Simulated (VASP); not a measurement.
# Zr18H (a cell with a defect) in VASP: single point with PBE

Aim: the single point of Zr18H (a cell with a defect) with PBE.

Everything below comes from runs of VASP 6.6.1. Logs are shortened: lines on timing, memory, paths and dates and some standing lists are left out, and cuts for length are marked.

## Step 1: The cell of the first run

The cell holds a defect, 19 atoms: a = 7.620 Å, b = 7.620 Å, c = 7.620 Å, α = 79.09°, β = 79.09°, γ = 79.09°.

## Step 2: Single point, PBE

Input file INCAR:

```
PREC = Accurate
ENCUT = 520
EDIFF = 1E-6
ISMEAR = 0
SIGMA = 0.1
LREAL = Auto
LASPH = T
NELM = 80
ALGO = Normal
ISIF = 2
LWAVE = F
LCHARG = F
GGA = PE
NBANDS = 124
```

Input file KPOINTS:

```
regular mesh
0
Gamma
  3 3 3
```

Input file POSCAR:

```
Zr18H
1.0
   -4.8517212585      2.8011425747      5.1654655887
    0.0000000000     -5.6022851492      5.1654655887
    4.8517212585      2.8011425746      5.1654655887
Zr H
18 1
Direct
    0.5377619041      0.5200954249      0.1930473356
    0.8766907278      0.1854696715      0.1917165047
    0.2052405601      0.5276539254      0.5252708993
    0.2087009144      0.8355185305      0.1688882397
    0.5353904524      0.1898131470      0.5231473748
    0.8667864410      0.5206930676      0.8540206623
    0.8766531679      0.8583866989      0.5188156279
    0.2052428064      0.1919640610      0.8609676163
    0.5377438305      0.8597167028      0.8534513739
    0.4566765697      0.8145194187      0.4749486417
    0.7955861229      0.4798835741      0.4736183270
    0.1280893685      0.8080638478      0.8056810571
    0.1246286452      0.1644464040      0.4978172320
    0.4665436612      0.4793142368      0.8126418623
    0.7979394429      0.8101876366      0.1435217980
    0.7955678610      0.1402875798      0.8132399398
    0.1280872576      0.4723674212      0.1413709968
    0.4566390805      0.1416184101      0.1478655710
    0.1666649844      0.0001949135      0.3331403355
```

Potentials or basis: VASP PAW PBE potentials, release 64 (Zr_sv, H).

Launch:

```console
cat potpaw_PBE.64/Zr_sv/POTCAR potpaw_PBE.64/H/POTCAR > POTCAR
mpirun -np 1 vasp_std > vasp.out
```

OUTCAR:

```text
PREC = Accurate
   ENCUT = 520
   EDIFF = 1E-6
   ISMEAR = 0
   LREAL = Auto
   LASPH = T
   NELM = 80
   ISIF = 2
   GGA = PE

 ion  position               nearest neighbor table
   1  0.538  0.520  0.193-  11 3.10  14 3.13   4 3.13  18 3.15  15 3.17   5 3.20   3 3.23   6 3.24
                             2 3.27  10 3.29   9 3.30  17 3.31
   2  0.877  0.185  0.192-  17 3.10  15 3.13  16 3.15   7 3.17   8 3.20  13 3.23   5 3.26   6 3.27
                             1 3.27  11 3.29   4 3.32  18 3.36
   3  0.205  0.528  0.525-  13 3.00  10 3.10  14 3.16   7 3.20  12 3.20  17 3.21   1 3.23   4 3.23
                             6 3.24   5 3.24   8 3.26  11 3.31
   4  0.209  0.836  0.169-  19 1.88  17 3.00  12 3.00   9 3.13   1 3.13  15 3.22  10 3.23  18 3.23
                             3 3.23   8 3.24   2 3.32   7 3.32  13 3.76
   5  0.535  0.190  0.523-  10 3.13  18 3.13  11 3.17  16 3.17   1 3.20   9 3.20  13 3.22   8 3.24
                             3 3.24   7 3.26   2 3.26  14 3.31
   6  0.867  0.521  0.854-  11 3.13  16 3.13  17 3.16  12 3.16  14 3.20   8 3.24   3 3.24   1 3.24
                             9 3.24   7 3.27   2 3.27  15 3.31
   7  0.877  0.858  0.519-  12 3.10  15 3.13  11 3.15   2 3.17   3 3.20  13 3.23   5 3.26   6 3.27
                             9 3.27  16 3.29   4 3.32  10 3.36
   8  0.205  0.192  0.861-  13 3.00  18 3.10  14 3.16   2 3.20  17 3.20  12 3.21   9 3.23   4 3.24
                             6 3.24   5 3.24   3 3.26  16 3.31
   9  0.538  0.860  0.853-  16 3.10  14 3.13   4 3.13  10 3.15  15 3.17   5 3.20   8 3.23   6 3.24
                             7 3.27  18 3.29   1 3.30  12 3.31
  10  0.457  0.815  0.475-   3 3.10   5 3.13   9 3.15  18 3.17  12 3.20   4 3.23  15 3.26  14 3.27
                            11 3.27   1 3.29  13 3.32   7 3.36
  11  0.796  0.480  0.474-   1 3.10   6 3.13  13 3.13   7 3.15   5 3.17  15 3.20  17 3.23  14 3.24
                            10 3.27   2 3.29  16 3.30   3 3.31
  12  0.128  0.808  0.806-   4 3.00   7 3.10   6 3.16  10 3.20   3 3.20   8 3.21  16 3.23  13 3.23
                            14 3.24  15 3.24  17 3.26   9 3.31
  13  0.125  0.164  0.498-  19 1.88   8 3.00   3 3.00  11 3.13  16 3.13   5 3.22   7 3.23   2 3.23
                            12 3.23  17 3.24  18 3.32  10 3.32   4 3.76
  14  0.467  0.479  0.813-   9 3.13   1 3.13   8 3.16   3 3.16   6 3.20  17 3.24  12 3.24  16 3.24
                            11 3.24  10 3.27  18 3.27   5 3.31
  15  0.798  0.810  0.144-   7 3.13   2 3.13   9 3.17   1 3.17  16 3.20  11 3.20   4 3.22  17 3.24
                            12 3.24  10 3.26  18 3.26   6 3.31
  16  0.796  0.140  0.813-   9 3.10   6 3.13  13 3.13   2 3.15   5 3.17  15 3.20  12 3.23  14 3.24
                            18 3.27   7 3.29  11 3.30   8 3.31
  17  0.128  0.472  0.141-   4 3.00   2 3.10   6 3.16  18 3.20   8 3.20   3 3.21  11 3.23  13 3.24
                            14 3.24  15 3.24  12 3.26   1 3.31
  18  0.457  0.142  0.148-   8 3.10   5 3.13   1 3.15  10 3.17  17 3.20   4 3.23  15 3.26  14 3.27
                            16 3.27   9 3.29  13 3.32   2 3.36
  19  0.167  0.000  0.333-  13 1.88   4 1.88

  LATTYP: Found a trigonal (rhomboedric) cell.
 ALAT       =     7.6202121783
 COS(alpha) =     0.1892488915

  Lattice vectors:

 A1 = (  -4.8517212585,   2.8011425747,   5.1654655887)
 A2 = (   0.0000000000,  -5.6022851492,   5.1654655887)
 A3 = (   4.8517212585,   2.8011425746,   5.1654655887)

Analysis of symmetry for initial positions (statically):
=====================================================================
 Subroutine PRICEL returns:
 Original cell was already a primitive cell.

 Routine SETGRP: Setting up the symmetry group for a
 trigonal (rhombohedral) supercell.

 Subroutine GETGRP returns: Found  2 space group operations
 (whereof  1 operations were pure point group operations)
 out of a pool of 12 trial point group operations.

The static configuration has the point symmetry C_1 .
 The point group associated with its full space group is C_2 .

Analysis of symmetry for dynamics (positions and initial velocities):
=====================================================================
 Subroutine PRICEL returns:
 Original cell was already a primitive cell.

 Routine SETGRP: Setting up the symmetry group for a
 trigonal (rhombohedral) supercell.

 Subroutine GETGRP returns: Found  2 space group operations
 (whereof  1 operations were pure point group operations)
 out of a pool of 12 trial point group operations.

The dynamic configuration has the point symmetry C_1 .
 The point group associated with its full space group is C_2 .

 Subroutine INISYM returns: Found  2 space group operations
 (whereof  1 operations are pure point group operations),
 and found     1 'primitive' translations

----------------------------------------------------------------------------------------

                                     Primitive cell

  volume of cell :     421.2033

  direct lattice vectors                    reciprocal lattice vectors
    -4.851721258  2.801142575  5.165465589    -0.103056209  0.059499530  0.064531130
     0.000000000 -5.602285149  5.165465589    -0.000000000 -0.118999060  0.064531130
     4.851721258  2.801142575  5.165465589     0.103056209  0.059499530  0.064531130

  length of vectors
     7.620212178  7.620212178  7.620212178     0.135370023  0.135370023  0.135370023

  position of ions in fractional coordinates (direct lattice)
     0.537761904  0.520095425  0.193047336
     0.876690728  0.185469672  0.191716505
     0.205240560  0.527653925  0.525270899
     0.208700914  0.835518531  0.168888240
     0.535390452  0.189813147  0.523147375
     0.866786441  0.520693068  0.854020662
[... 11 lines left out ...]
     0.456639080  0.141618410  0.147865571
     0.166664984  0.000194914  0.333140335

  ion indices of the primitive-cell ions
   primitive index   ion index
                 1           1
                 2           2
                 3           3
                 4           4
                 5           5
                 6           6
[... 11 lines left out ...]
                18          18
                19          19

----------------------------------------------------------------------------------------

 KPOINTS: regular mesh

Automatic generation of k-mesh.
 Grid dimensions read from file:
 generate k-points for:    3    3    3

 Generating k-lattice:

  Cartesian coordinates                     Fractional coordinates (reciprocal lattice)
    -0.034352070  0.019833177  0.021510377     0.333333333  0.000000000  0.000000000
    -0.000000000 -0.039666353  0.021510377     0.000000000  0.333333333  0.000000000
     0.034352070  0.019833177  0.021510377     0.000000000  0.000000000  0.333333333

  Length of vectors
     0.045123341  0.045123341  0.045123341

  Shift w.r.t. Gamma in fractional coordinates (k-lattice)
     0.000000000  0.000000000  0.000000000

 Subroutine IBZKPT returns following result:
 ===========================================

 Found     10 irreducible k-points:

 Following reciprocal coordinates:
            Coordinates               Weight
  0.000000  0.000000  0.000000      1.000000
  0.333333 -0.000000  0.000000      2.000000
 -0.000000  0.333333 -0.000000      4.000000
  0.333333  0.333333  0.000000      4.000000
  0.000000  0.333333  0.333333      2.000000
 -0.333333  0.333333 -0.000000      4.000000
  0.000000 -0.333333  0.333333      2.000000
  0.333333  0.333333  0.333333      2.000000
 -0.333333  0.333333  0.333333      2.000000
  0.333333 -0.333333  0.333333      4.000000
   k-points           NKPTS =     10   k-points in BZ     NKDIM =     10   number of bands    NBANDS=    124
   number of dos      NEDOS =    301   number of ions     NIONS =     19
   total plane-waves  NPLWV = 216000
   dimension x,y,z NGX =    60 NGY =   60 NGZ =   60
   dimension x,y,z NGXF=   120 NGYF=  120 NGZF=  120
   ions per type =              18   1
   NGX,Y,Z   is equivalent  to a cutoff of  13.09, 13.09, 13.09 a.u.
   NGXF,Y,Z  is equivalent  to a cutoff of  26.18, 26.18, 26.18 a.u.
 SYSTEM =  unknown system
   PREC   = accura    normal or accurate (medium, high low for compatibility)
   ISTART =      0    job   : 0-new  1-cont  2-samecut
   ICHARG =      2    charge: 1-file 2-atom 10-const
   ISPIN  =      1    spin polarized calculation?
   LNONCOLLINEAR =      F non collinear calculations
   LSORBIT =      F    spin-orbit coupling
   LASPH  =      T    aspherical Exc in radial PAW
   ENCUT  =  520.0 eV  38.22 Ry    6.18 a.u.  14.17 14.17 14.17*2*pi/ulx,y,z
   NELM   =     80;   NELMIN=  2; NELMDL= -5     # of ELM steps
   EDIFF  = 0.1E-05   stopping-criterion for ELM
   LREAL  =      T    real-space projection
   EDIFFG = 0.1E-04   stopping-criterion for IOM
   NSW    =      0    number of steps for IOM
   IBRION =     -1    ionic relax: 0-MD 1-quasi-New 2-CG
   NFREE  =      0    steps in history (QN), initial steepest desc. (CG)
   ISIF   =      2    stress and relaxation
   ISYM   =      2    0-nonsym 1-usesym 2-fastsym
   POTIM  = 0.5000    time-step for ionic-motion
   TEBEG  =    0.0;   TEEND  =   0.0 temperature during run
   PSTRESS=    0.0 pullay stress
   NELECT =     217.0000    total number of electrons
   NUPDOWN=      -1.0000    fix difference up-down
   EMIN   =  10.00;   EMAX   =-10.00  energy-range for DOS
   EFERMI =   0.00;   METHOD = LEGACY
   ISMEAR =     0;   SIGMA  =   0.10  broadening in eV -4-tet -1-fermi 0-gaus
   EFERMI_NEDOS =   21; number of points for ismear=-14 and -15
   IALGO  =     38    algorithm
   IMIX   =      4    mixing-type and parameters
     AMIX     =   0.40;   BMIX     =  1.00
     AMIX_MAG =   1.60;   BMIX_MAG =  1.00
  volume/ion in A,a.u.               =      22.17       149.60
  Fermi-wavevector in a.u.,A,eV,Ry     =   1.312394  2.480065 23.434366  1.722377
  Thomas-Fermi vector in A             =   2.442789
   LORBIT       =      0    0 simple, 1 ext, 2 COOP (PROOUT), +10 PAW based schemes
   GGA     = PE    functional components
   LHFCALC =     F    Hartree Fock is set to
   AEXX    =    0.0000 exact exchange contribution
   IVDW    =     0    specifies the selected vdW correction
   LEPSILON=     F    determine dielectric tensor
   LRPA    =     F    only Hartree local field effects (RPA)
 non-spin polarized calculation
 Gauss-broadening in eV      SIGMA  =   0.10
  energy-cutoff  :      520.00
  volume of cell :      421.20
 maximum number of plane-waves:     11368
 NGX is ok and might be reduce to    60
   NGX = 29   NGY = 29   NGZ = 29

 number of electron     217.0000000 magnetization

 Free energy of the ion-electron system (eV)
  ---------------------------------------------------
  ext. energy  EPLUGINS =         0.00000000
  ---------------------------------------------------
  free energy    TOTEN  =      -156.28164640 eV

  energy without entropy =     -156.17001082  energy(sigma->0) =     -156.22582861

 E-fermi :   8.9263     XC(G=0): -11.0825

 val. band max:        8.9156413223   @ k =   0.3333  -0.0000   0.0000
 cond. band min:       8.9296159355   @ k =  -0.0000   0.3333  -0.0000
 fundamental gap:      0.0139746131
 Fermi energy:         8.9263011124

 k-point     1 :       0.0000    0.0000    0.0000
  band No.  band energies     occupation
      1     -39.8975      2.00000
      2     -39.8387      2.00000
      3     -39.8269      2.00000
      4     -39.8075      2.00000
      5     -39.7962      2.00000
      6     -39.7661      2.00000
[... 112 lines left out ...]
    119       9.7183      0.00000
    120       9.7466      0.00000

 k-point     2 :       0.3333   -0.0000    0.0000
  band No.  band energies     occupation
      1     -39.8869      2.00000
      2     -39.8501      2.00000
      3     -39.8235      2.00000
      4     -39.8113      2.00000
      5     -39.7934      2.00000
      6     -39.7709      2.00000
[... 980 lines left out ...]
      3     -39.8407      2.00000
      4     -39.8191      2.00000
      5     -39.7921      2.00000
      6     -39.7883      2.00000
[... 112 lines left out ...]
    119       9.6575      0.00000
    120       9.7699      0.00000
 [bands above 120 left out]

------------------------ aborting loop because EDIFF is reached ----------------------------------------

  FORCE on cell =-STRESS in cart. coord.  units (eV):
  Direction    XX          YY          ZZ          XY          YZ          ZX
  --------------------------------------------------------------------------------------
  -------------------------------------------------------------------------------------
  Total       -1.7929763      2.1872050      5.2549471      3.4469381     -1.6557244      2.8677986
  in kB       -6.8201408      8.3197122     19.9888197     13.1114973     -6.2980607     10.9085607
  external PRESSURE =       7.1627970 kB  Pullay stress =       0.0000000 kB

 VOLUME and BASIS-vectors are now :
 -----------------------------------------------------------------------------
  energy-cutoff  :      520.00
  volume of cell :      421.20
      direct lattice vectors                 reciprocal lattice vectors
    -4.851721258  2.801142575  5.165465589    -0.103056209  0.059499530  0.064531130
     0.000000000 -5.602285149  5.165465589    -0.000000000 -0.118999060  0.064531130
     4.851721258  2.801142575  5.165465589     0.103056209  0.059499530  0.064531130

 POSITION                                       TOTAL-FORCE (eV/Angst)
 -----------------------------------------------------------------------------------
     -1.67246     -0.86662      6.46150        -0.006299     -0.003083      0.004729
     -3.32330      1.95371      6.47686         0.010672      0.006620     -0.002674
      1.55270     -0.90980      6.49901         0.003812      0.001427     -0.001889
     -0.19316     -3.62313      6.26627        -0.015430      0.010311     -0.000515
     -0.05940      1.90173      6.44831        -0.014132      0.008079      0.011418
     -0.06194      1.90315     11.57839        -0.009720      0.005567      0.000488
[... 11 lines left out ...]
     -1.49808      0.89992      3.85407         0.000398      0.012552      0.002674
      0.80769      1.39893      2.58273        -0.001768     -0.003062     -0.000000
 -----------------------------------------------------------------------------------
    total drift:                                0.008004     -0.004729      0.041847

  FREE ENERGIE OF THE ION-ELECTRON SYSTEM (eV)
  ---------------------------------------------------
  free  energy   TOTEN  =      -156.2816464030 eV

  energy  without entropy=     -156.1700108176  energy(sigma->0) =     -156.22582861
```

It took 31 min on 1 thread of Intel Xeon 8259CL, shared host; peak memory 0.69 GiB.

Results:

- Free energy: -156.2816 eV
- Pressure: 0.7 GPa
- Largest force: 0.020 eV/Å
- Band gap on the k mesh: zero (an odd number of electrons rules out a gap without spin polarisation)

Forces in eV/Å, atoms in the order of the input:
```
Zr  -0.006 -0.003  0.005
Zr   0.011  0.007 -0.003
Zr   0.004  0.001 -0.002
Zr  -0.015  0.010 -0.001
Zr  -0.014  0.008  0.011
Zr  -0.010  0.006  0.000
Zr   0.001 -0.013 -0.004
Zr   0.001 -0.004 -0.002
Zr   0.000  0.007  0.005
Zr  -0.012 -0.005  0.004
Zr   0.006  0.003 -0.005
Zr  -0.001  0.004  0.002
Zr   0.017 -0.008  0.001
Zr   0.010 -0.006  0.000
Zr   0.014 -0.008 -0.011
Zr   0.000 -0.007 -0.005
Zr  -0.004 -0.002  0.002
Zr   0.000  0.013  0.003
H   -0.002 -0.003  0.000
```
